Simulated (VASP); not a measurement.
# ZnS (F-43m) in VASP: further runs

ZnS is run at these levels: PBE; tasks: single point.

All numbers are computed with VASP 6.6.1; they aren't measurements. Logs are shortened: lines on timing, memory, paths and dates and some standing lists are left out, and cuts for length are marked.

**Measured values to compare with.**

“Electronic, vibrational, and thermodynamic properties of ZnS (zincblende and rocksalt structure)”, 2009, arxiv:0911.5022 quotes, for a bulk crystal of ZnS at 19 K: band gap 3.85 eV (direct).

The runs below are set against these values where they give the same quantity.

### 1 The cell of the first run

It takes space group F-43m (No. 216, cubic). Conventional cell: a = 5.388 Å, b = 5.388 Å, c = 5.388 Å, α = 90.00°, β = 90.00°, γ = 90.00°. Within 3.1 Å of Zn (site symmetry -43m) lie 4 S at 2.33 Å. S (site symmetry -43m) has 4 Zn at 2.33 Å within 3.1 Å.

### 2 Single point, PBE

Input file INCAR:

```
SYSTEM = ZnS
PREC = Accurate
ENCUT = 520
EDIFF = 1E-6
ISMEAR = 0
SIGMA = 0.01
LREAL = .FALSE.
LASPH = .TRUE.
NELM = 60
ALGO = Normal
ISIF = 2
LWAVE = .FALSE.
LCHARG = .FALSE.
GGA = PE
NBANDS = 16
```

Input file KPOINTS:

```
regular mesh
0
G
  6 6 6
  0 0 0
```

Input file POSCAR:

```
ZnS
1.0
    0.0000000000      2.6940955549      2.6940955549
    2.6940955549      0.0000000000      2.6940955549
    2.6940955549      2.6940955549      0.0000000000
Zn S
1 1
Direct
    0.2500000000      0.2500000000      0.2500000000
    0.0000000000      0.0000000000      0.0000000000
```

Potentials or basis: VASP PAW PBE potentials, release 64 (Zn, S).

Run with:

```bash
$ cat potpaw_PBE.64/Zn/POTCAR potpaw_PBE.64/S/POTCAR > POTCAR
$ mpirun -np 1 vasp_std > vasp.out
```

OUTCAR:

```text
SYSTEM = ZnS
   PREC = Accurate
   ENCUT = 520
   EDIFF = 1E-6
   ISMEAR = 0
   LREAL = .FALSE.
   LASPH = .TRUE.
   NELM = 60
   ISIF = 2
   GGA = PE

 ion  position               nearest neighbor table
   1  0.250  0.250  0.250-   2 2.33   2 2.33   2 2.33   2 2.33
   2  0.000  0.000  0.000-   1 2.33   1 2.33   1 2.33   1 2.33

  LATTYP: Found a face centered cubic cell.
 ALAT       =     5.3881911098

  Lattice vectors:

 A1 = (   0.0000000000,   2.6940955549,   2.6940955549)
 A2 = (   2.6940955549,   0.0000000000,   2.6940955549)
 A3 = (   2.6940955549,   2.6940955549,   0.0000000000)

Analysis of symmetry for initial positions (statically):
=====================================================================
 Subroutine PRICEL returns:
 Original cell was already a primitive cell.

 Routine SETGRP: Setting up the symmetry group for a
 face centered cubic supercell.

 Subroutine GETGRP returns: Found 24 space group operations
 (whereof 24 operations were pure point group operations)
 out of a pool of 48 trial point group operations.

The static configuration has the point symmetry T_d .

Analysis of symmetry for dynamics (positions and initial velocities):
=====================================================================
 Subroutine PRICEL returns:
 Original cell was already a primitive cell.

 Routine SETGRP: Setting up the symmetry group for a
 face centered cubic supercell.

 Subroutine GETGRP returns: Found 24 space group operations
 (whereof 24 operations were pure point group operations)
 out of a pool of 48 trial point group operations.

The dynamic configuration has the point symmetry T_d .

 Subroutine INISYM returns: Found 24 space group operations
 (whereof 24 operations are pure point group operations),
 and found     1 'primitive' translations

----------------------------------------------------------------------------------------

                                     Primitive cell

  volume of cell :      39.1083

  direct lattice vectors                    reciprocal lattice vectors
     0.000000000  2.694095555  2.694095555    -0.185591042  0.185591042  0.185591042
     2.694095555  0.000000000  2.694095555     0.185591042 -0.185591042  0.185591042
     2.694095555  2.694095555  0.000000000     0.185591042  0.185591042 -0.185591042

  length of vectors
     3.810026472  3.810026472  3.810026472     0.321453113  0.321453113  0.321453113

[... 70 lines left out ...]
   NELM   =     60;   NELMIN=  2; NELMDL= -5     # of ELM steps
   EDIFF  = 0.1E-05   stopping-criterion for ELM
   LREAL  =      F    real-space projection
   EDIFFG = 0.1E-04   stopping-criterion for IOM
   NSW    =      0    number of steps for IOM
   IBRION =     -1    ionic relax: 0-MD 1-quasi-New 2-CG
   NFREE  =      0    steps in history (QN), initial steepest desc. (CG)
   ISIF   =      2    stress and relaxation
   ISYM   =      2    0-nonsym 1-usesym 2-fastsym
   POTIM  = 0.5000    time-step for ionic-motion
   TEBEG  =    0.0;   TEEND  =   0.0 temperature during run
   PSTRESS=    0.0 pullay stress
   NELECT =      18.0000    total number of electrons
   NUPDOWN=      -1.0000    fix difference up-down
   EMIN   =  10.00;   EMAX   =-10.00  energy-range for DOS
   EFERMI =   0.00;   METHOD = LEGACY
   ISMEAR =     0;   SIGMA  =   0.01  broadening in eV -4-tet -1-fermi 0-gaus
   EFERMI_NEDOS =   21; number of points for ismear=-14 and -15
   IALGO  =     38    algorithm
   IMIX   =      4    mixing-type and parameters
     AMIX     =   0.40;   BMIX     =  1.00
     AMIX_MAG =   1.60;   BMIX_MAG =  1.00
  volume/ion in A,a.u.               =      19.55       131.96
  Fermi-wavevector in a.u.,A,eV,Ry     =   1.263987  2.388589 21.737533  1.597664
  Thomas-Fermi vector in A             =   2.397316
   LORBIT       =      0    0 simple, 1 ext, 2 COOP (PROOUT), +10 PAW based schemes
   GGA     = PE    functional components
   LHFCALC =     F    Hartree Fock is set to
   AEXX    =    0.0000 exact exchange contribution
   IVDW    =     0    specifies the selected vdW correction
   LEPSILON=     F    determine dielectric tensor
   LRPA    =     F    only Hartree local field effects (RPA)
 non-spin polarized calculation
 Gauss-broadening in eV      SIGMA  =   0.01
  energy-cutoff  :      520.00
  volume of cell :       39.11
 maximum number of plane-waves:      1067
   NGX = 15   NGY = 15   NGZ = 15

 number of electron      18.0000006 magnetization

 Free energy of the ion-electron system (eV)
  ---------------------------------------------------
  ext. energy  EPLUGINS =         0.00000000
  ---------------------------------------------------
  free energy    TOTEN  =        -6.83958948 eV

  energy without entropy =       -6.83958948  energy(sigma->0) =       -6.83958948

 E-fermi :   2.2368     XC(G=0):  -9.6707

 val. band max:        2.1915126349   @ k =   0.0000   0.0000   0.0000
 cond. band min:       4.3435307100   @ k =   0.0000   0.0000   0.0000
 fundamental gap:      2.1520180751
 Fermi energy:         2.2368049174

 k-point     1 :       0.0000    0.0000    0.0000
  band No.  band energies     occupation
      1     -11.0103      2.00000
      2      -4.1848      2.00000
      3      -4.1848      2.00000
      4      -4.1848      2.00000
      5      -3.6763      2.00000
      6      -3.6763      2.00000
[... 281 lines left out ...]
      3      -3.8846      2.00000
      4      -3.7962      2.00000
      5      -3.6530      2.00000
      6      -3.3147      2.00000
[... 8 lines left out ...]
     15      16.1308      0.00000
     16      17.0950      0.00000

------------------------ aborting loop because EDIFF is reached ----------------------------------------

  FORCE on cell =-STRESS in cart. coord.  units (eV):
  Direction    XX          YY          ZZ          XY          YZ          ZX
  --------------------------------------------------------------------------------------
  -------------------------------------------------------------------------------------
  Total        0.6037987      0.6037987      0.6037987     -0.0000000      0.0000000     -0.0000000
  in kB       24.7362450     24.7362450     24.7362450     -0.0000000      0.0000000     -0.0000000
  external PRESSURE =      24.7362450 kB  Pullay stress =       0.0000000 kB

 VOLUME and BASIS-vectors are now :
 -----------------------------------------------------------------------------
  energy-cutoff  :      520.00
  volume of cell :       39.11
      direct lattice vectors                 reciprocal lattice vectors
     0.000000000  2.694095555  2.694095555    -0.185591042  0.185591042  0.185591042
     2.694095555  0.000000000  2.694095555     0.185591042 -0.185591042  0.185591042
     2.694095555  2.694095555  0.000000000     0.185591042  0.185591042 -0.185591042

 POSITION                                       TOTAL-FORCE (eV/Angst)
 -----------------------------------------------------------------------------------
      1.34705      1.34705      1.34705         0.000000      0.000000      0.000000
      0.00000      0.00000      0.00000        -0.000000     -0.000000     -0.000000
 -----------------------------------------------------------------------------------
    total drift:                               -0.000001     -0.000001     -0.000001

  FREE ENERGIE OF THE ION-ELECTRON SYSTEM (eV)
  ---------------------------------------------------
  free  energy   TOTEN  =        -6.8395894772 eV

  energy  without entropy=       -6.8395894772  energy(sigma->0) =       -6.83958948
```

OSZICAR:

```text
N       E                     dE             d eps       ncg     rms          rms(c)
DAV:   1     0.835460474827E+02    0.83546E+02   -0.83994E+03   512   0.132E+03
DAV:   2    -0.191391123897E+01   -0.85460E+02   -0.79671E+02   608   0.260E+02
DAV:   3    -0.721378393693E+01   -0.52999E+01   -0.52710E+01   632   0.609E+01
DAV:   4    -0.726800909339E+01   -0.54225E-01   -0.54209E-01   640   0.644E+00
DAV:   5    -0.726853577532E+01   -0.52668E-03   -0.52668E-03   624   0.604E-01    0.697E+00
DAV:   6    -0.686084383588E+01    0.40769E+00   -0.73974E-01   776   0.300E+01    0.544E+00
DAV:   7    -0.683989365381E+01    0.20950E-01   -0.25126E-01   568   0.454E+00    0.277E+00
DAV:   8    -0.683919080072E+01    0.70285E-03   -0.52374E-03   664   0.914E-01    0.732E-01
DAV:   9    -0.683942690589E+01   -0.23611E-03   -0.13343E-03   608   0.291E-01    0.952E-02
DAV:  10    -0.683959931403E+01   -0.17241E-03   -0.24331E-04   608   0.125E-01    0.436E-02
DAV:  11    -0.683958910756E+01    0.10206E-04   -0.32818E-05   640   0.599E-02    0.855E-03
DAV:  12    -0.683958947721E+01   -0.36966E-06   -0.33429E-06   656   0.169E-02
   1 F= -.68395895E+01 E0= -.68395895E+01  d E =-.966011E-13
```

Wall time 5.6 s (1 thread of Intel Xeon Platinum 8488C (Sapphire Rapids), shared host); peak memory 0.15 GiB.

What came out:

* Free energy: -6.8396 eV
* Pressure: 2.5 GPa
* Band gap on the k mesh: 2.15 eV, direct

### 3 Single point, PBE (volume changed by -5%)

Input file INCAR:

```
SYSTEM = ZnS
  PREC = Accurate
  ENCUT = 500
  EDIFF = 1E-6
  ISMEAR = 0
  SIGMA = 0.01
  LREAL = .False.
  LASPH = .True.
  NELM = 120
  ALGO = Normal
  ISIF = 2
  LWAVE = .False.
  LCHARG = .False.
  GGA = PE
  NBANDS = 16
  GGA_COMPAT = .False.
```

Input file KPOINTS:

```
Automatic mesh
0
Gamma
  6 6 6
  0 0 0
```

Input file POSCAR:

```
ZnS
1.0
    0.0000000000      2.6484240953      2.6484240953
    2.6484240953      0.0000000000      2.6484240953
    2.6484240953      2.6484240953      0.0000000000
Zn S
1 1
Direct
    0.2500000000      0.2500000000      0.2500000000
    0.0000000000      0.0000000000      0.0000000000
```

Potentials or basis: VASP PAW PBE potentials, release 64 (Zn, S).

Run with:

```bash
$ cat potpaw_PBE.64/Zn/POTCAR potpaw_PBE.64/S/POTCAR > POTCAR
$ mpirun -np 1 vasp_std > vasp.out
```

Run time: 10 s. Hardware: 1 thread of AMD EPYC 9R45 (Zen 5), shared host; peak memory 0.12 GiB.

The run converged. Its results:

```
Free energy            : -6.7821 eV
Pressure               : 7.0 GPa
Band gap on the k mesh : 2.38 eV, direct
```

Levels at points of the mesh, in eV from the valence-band top:
```
           k point  band 7  band 8  band 9  band 10  band 11  band 12
(0.00, 0.00, 0.00)    0.00    0.00    0.00     2.38     6.35     6.35
(0.50, 0.00, 0.00)   -5.68   -0.96   -0.96     3.42     6.88     6.88
(0.50, 0.50, 0.00)   -4.80   -2.45   -2.45     3.26     4.05    11.42
```

### 4 Comparison with measurements

Step 2. Measured gap of ZnS: 3.85 eV (direct; 19 K; quoted in “Electronic, vibrational, and thermodynamic properties of ZnS (zincblende and rocksalt structure)”, 2009, arxiv:0911.5022). This calculation gives 2.15 eV (-1.70 eV). The value is that of PBE, without temperature or zero-point motion. Semilocal functionals fall short of measured gaps as a rule.
